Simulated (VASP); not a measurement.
## SiC: single point with PBE

Crystal: SiC.

```xyz
4
Lattice="3.0760 0.0000 0.0000 -1.5380 2.6639 0.0000 0.0000 0.0000 5.0480" Properties=species:S:1:pos:R:3 pbc="T T T"
Si    0.0000    1.7759    0.0000
Si    1.5380    0.8880    2.5240
C     0.0192    1.8008    1.9112
C     1.5380    0.8880    4.4675
```

This cell differs from its parent crystal: one atom moved.

| Quantity | Value |
| --- | --- |
| Program | VASP 6.6.1 |
| Task | single point |
| Functional | PBE |
| Potentials or basis | VASP PAW PBE potentials, release 64 (Si, C) |
| Cutoff | 520 eV |
| k mesh | 12 × 12 × 6 |
| Occupations | gaussian, width 0.02 eV |
| Spin | no spin polarisation |

```yaml
Pressure: 3.6 GPa
Largest_force: 0.957 eV/Å
Band_gap_on_the_k_mesh: 2.33 eV, indirect (least direct gap 4.01 eV)
```

Forces on the atoms (eV/Å):
```
Si   0.040  0.052  0.531
Si   0.315  0.451  0.491
C   -0.356 -0.505 -0.065
C    0.001  0.002 -0.957
```

Stress tensor (GPa, compression positive):
```
 3.72 -0.72  0.37
-0.72  5.69  0.57
 0.37  0.57  1.42
```

Levels at points of the mesh, in eV from the valence-band top:
| k point | band 5 | band 6 | band 7 | band 8 | band 9 | band 10 | band 11 | band 12 |
| --- | --- | --- | --- | --- | --- | --- | --- | --- |
| (0.00, 0.00, 0.00) | -1.39 | -0.20 | -0.13 | 0.00 | 4.71 | 6.10 | 6.58 | 6.59 |
| (0.50, 0.00, 0.00) | -5.45 | -3.47 | -3.17 | -1.40 | 2.67 | 4.12 | 6.75 | 7.20 |
| (0.00, 0.50, 0.00) | -5.37 | -3.42 | -3.31 | -1.33 | 2.68 | 4.32 | 6.86 | 7.20 |
| (0.50, 0.50, 0.00) | -5.40 | -3.44 | -3.25 | -1.35 | 2.68 | 4.24 | 6.81 | 7.20 |
| (0.00, 0.00, 0.50) | -0.94 | -0.91 | -0.88 | -0.68 | 5.76 | 5.82 | 7.14 | 7.24 |
| (0.50, 0.00, 0.50) | -2.65 | -2.58 | -2.38 | -2.29 | 3.24 | 3.26 | 5.08 | 5.13 |
| (0.00, 0.50, 0.50) | -2.63 | -2.48 | -2.33 | -2.25 | 3.20 | 3.22 | 5.04 | 5.17 |
| (0.50, 0.50, 0.50) | -2.63 | -2.54 | -2.33 | -2.26 | 3.22 | 3.23 | 5.06 | 5.15 |

It took 2.6 min on 1 thread of Intel(R) Xeon(R) Platinum 8259CL CPU @ 2.50GHz (Skylake/Cascade Lake) (shared host), peak memory 0.34 GiB.

Caveat: the cell differs from its parent crystal (one atom moved). A k mesh can miss the band edges.
